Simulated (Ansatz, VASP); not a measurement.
One calculation of TaS2, two programs

INCAR

```
SYSTEM = TaS2
PREC     = Accurate       ! precision mode
ENCUT    = 500            ! plane-wave cutoff, eV
EDIFF    = 1E-6           ! SCF threshold, eV
ISMEAR   = -1             ! smearing method
SIGMA    = 0.03           ! smearing width, eV
LREAL    = .False.        ! projectors in reciprocal space
LASPH    = .True.         ! aspherical terms in the spheres
NELM     = 120            ! most SCF steps
ALGO     = Normal         ! electronic algorithm
ISIF     = 2              ! what is computed and relaxed
LWAVE    = .False.        ! write WAVECAR
LCHARG   = .True.         ! write CHGCAR
GGA      = CA             ! functional
LELF     = .True.         ! ELF
LVHAR    = .True.       
NBANDS   = 18             ! bands
GGA_COMPAT= .False.
```

File KPOINTS:

```
Automatic mesh
0
Gamma
  9 9 5
  0 0 0
```

POSCAR

```
TaS2
1.0
    3.3500021206      0.0000000000      0.0000000000
   -1.6750010603      2.9011869392      0.0000000000
    0.0000000000      0.0000000000      5.7428000000
Ta S
1 2
Direct
    0.0000000000      0.0000000000      0.0000000000
    0.3333333333      0.6666666667      0.2500000000
    0.6666666667      0.3333333333      0.7500000000
```

Input for Ansatz:

```yaml
crystal:
  lattice:
    - [3.3500021206, 0.0, 0.0]
    - [-1.6750010603, 2.9011869392, 0.0]
    - [0.0, 0.0, 5.7428]
  atoms:
    - { symbol: Ta, position: [0.0, 0.0, 0.0] }
    - { symbol: S, position: [0.3333333333, 0.6666666667, 0.25] }
    - { symbol: S, position: [0.6666666667, 0.3333333333, 0.75] }
kpoints:
  mp_grid: { grid: [9, 9, 5] }
  band_path:
    path:
      - [0.0, 0.0, 0.0]
      - [0.5, 0.0, 0.0]
      - [0.3333333333, 0.3333333333, 0.0]
      - [0.0, 0.0, 0.0]
      - [0.0, 0.0, 0.5]
      - [0.5, 0.0, 0.5]
      - [0.3333333333, 0.3333333333, 0.5]
      - [0.0, 0.0, 0.5]
      - [0.5, 0.0, 0.5]
    npoints: 5
scf:
  occupations: { method: fermi_dirac, width: 0.03 }
hamiltonian:
  xc: lda
  pseudopotentials: { kind: all_electron, lapw: { basis_error: 0.001 } }
output:
  forces: true
  stress: true
  eigenvalues: true
```

Change from the starting cell: zz strain of -2 %.

Alike in both runs: task single point; functional LDA; k mesh 9 × 9 × 5; occupations fermi-dirac, width 0.03 eV; no spin polarisation.

```csv
,VASP,Ansatz
version,VASP 6.6.1,Ansatz 0.2.0
potentials or method,"VASP PAW LDA potentials, release 64 (Ta_pv, S), cutoff 500 eV","all-electron LAPW, scalar-relativistic"
```

|  | VASP | Ansatz | Ansatz less VASP |
| --- | --- | --- | --- |
| pressure (GPa) | 4.8 | 4.4 | -0.40 |
| traceless stress, the component that is largest in VASP (GPa) | 4.66 | 4.62 | -0.042 |
| rms of the force components (eV/Å) | 0.617 | 0.588 | -0.0286 |

LDA's correlation is that of Perdew and Zunger in VASP and of Perdew and Wang (1992) in Ansatz. Atom by atom the forces differ by 0.029 eV/Å (rms over components). Ansatz ran all-electron here, and VASP with PAW potentials.

Spin-orbit coupling is off throughout.
